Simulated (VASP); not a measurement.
WS2: single point with PBEsol

WS2, a slab with vacuum:

```
CELL_PARAMETERS angstrom
3.18352 0.00000 0.00000
-1.59176 2.75701 0.00000
0.00000 0.00000 16.95058
ATOMIC_POSITIONS crystal
W 0.33333 0.66667 0.00000
S 0.66667 0.33333 0.90800
S 0.66667 0.33333 0.09200
```

| Item | Value |
| --- | --- |
| Program | VASP 6.6.1 |
| Task | single point |
| Functional | PBEsol |
| Potentials or basis | VASP PAW PBE potentials, release 64 (W_sv, S) |
| Cutoff | 520 eV |
| k mesh | 6 × 6 × 1 |
| Occupations | gaussian, width 0.1 eV |
| Spin | no spin polarisation |

| Item | Value |
| --- | --- |
| Largest force | 0.099 eV/Å |
| Band gap on the k mesh | 1.79 eV, direct |

Forces on the atoms (eV/Å):
```
W    0.000  0.000  0.000
S    0.000  0.000  0.099
S    0.000  0.000 -0.099
```

Levels at points of the mesh, in eV from the valence-band top:
```csv
k point,band 10,band 11,band 12,band 13,band 14,band 15,band 16,band 17
"(0.00, 0.00, 0.00)",-2.06,-1.64,-1.64,0.00,2.90,2.90,3.10,3.10
"(0.50, 0.00, 0.00)",-3.43,-2.09,-1.27,-0.92,2.85,3.31,4.06,4.79
```

Wall time 30 s on 1 thread of Intel(R) Xeon(R) Platinum 8259CL CPU @ 2.50GHz (Skylake/Cascade Lake), on a shared host, peak memory 0.24 GiB.

Caveat: the PAW data sets were made with another functional, which shifts forces and pressure a little; spin-orbit coupling is left out, which moves the levels of the heavy elements.
